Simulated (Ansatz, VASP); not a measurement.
MgO: VASP beside Ansatz

INCAR

```
ALGO     = Normal         # electronic algorithm
EDIFF    = 1E-6           # SCF threshold, eV
ENCUT    = 520            # plane-wave cutoff, eV
GGA      = PE             # functional
ISIF     = 2              # what is computed and relaxed
ISMEAR   = -1             # smearing method
LASPH    = True           # aspherical terms in the spheres
LCHARG   = True           # write CHGCAR
LELF     = True           # ELF
LREAL    = False          # projectors in reciprocal space
LVHAR    = True         
LWAVE    = False          # write WAVECAR
NBANDS   = 16             # bands
NELM     = 80             # most SCF steps
PREC     = Accurate       # precision mode
SIGMA    = 0.02           # smearing width, eV
```

The input KPOINTS:

```
k-points
0
Gamma
  10 10 7
```

POSCAR

```
MgO
1.0
    2.1269412140      2.1269412140      0.0000000000
   -2.1269412140      2.1269412140      0.0000000000
    0.0000000000      0.0000000000      4.2538824280
Mg O
2 2
Direct
    0.0000000000      0.0000000000      0.0000000000
    0.5000000000      0.5000000000      0.5000000000
    0.5000000000      0.5000000000      0.0000000000
    0.0000000000      0.0000000000      0.5000000000
```

Input for Ansatz:

```yaml
crystal:
  lattice:
    - [2.126941214, 2.126941214, 0.0]
    - [-2.126941214, 2.126941214, 0.0]
    - [0.0, 0.0, 4.253882428]
  atoms:
    - { symbol: Mg, position: [0.0, 0.0, 0.0] }
    - { symbol: Mg, position: [0.5, 0.5, 0.5] }
    - { symbol: O, position: [0.5, 0.5, 0.0] }
    - { symbol: O, position: [0.0, 0.0, 0.5] }
kpoints:
  mp_grid: { grid: [10, 10, 7] }
scf:
  occupations: { method: fermi_dirac, width: 0.02 }
hamiltonian:
  xc: pbe
  pseudopotentials: { kind: all_electron, lapw: { basis_error: 0.001 } }
output:
  forces: true
  stress: true
  eigenvalues: true
```

Alike in both runs: task single point; functional PBE; k mesh 10 × 10 × 7; occupations fermi-dirac, width 0.02 eV; no spin polarisation.

|  | VASP | Ansatz |
| --- | --- | --- |
| version | VASP 6.6.1 | Ansatz 0.2.0 |
| potentials or method | VASP PAW PBE potentials, release 64 (Mg, O), cutoff 520 eV | all-electron LAPW, scalar-relativistic |

|  | VASP | Ansatz | Ansatz less VASP |
| --- | --- | --- | --- |
| gap on the k mesh at the Fermi level (eV) | 4.44 | 4.46 | +0.012 |
| pressure (GPa) | -0.8 | 0.1 | +0.83 |

Ansatz ran all-electron here, and VASP with PAW potentials.
